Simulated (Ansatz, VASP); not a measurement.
**Two plane-wave programs on Zr**

```xyz
1
Lattice="0.0000 2.3452 2.3452 2.3452 0.0000 2.3452 2.3452 2.3452 0.0000" Properties=species:S:1:pos:R:3 pbc="T T T"
Zr    0.0000    0.0000    0.0000
```

Change from the starting cell: strain +0.040 along x and y, +0.040 along z, atoms carried along.

Alike in both runs: task single point; functional PBEsol; k mesh 18 × 18 × 18; occupations gaussian, width 0.15 eV; no spin polarisation.

```csv
,VASP,Ansatz
version,VASP 6.6.1,Ansatz 0.2.0
potentials or method,"VASP PAW PBE potentials, release 64 (Zr_sv), cutoff 520 eV","scalar-relativistic, plane waves, PAW"
valence electrons in the cell,12,12
```

|  | VASP | Ansatz | Ansatz less VASP |
| --- | --- | --- | --- |
| gap on the k mesh at the Fermi level (eV) | none | none | - |
| pressure (GPa) | -11.1 | -11.1 | -0.04 |

VASP's potentials were made for PBE, not for PBEsol. A gap of «none» marks a metal or a gap that the smearing closes. The functional is the same, so the differences come from potentials, cutoffs and numerics.
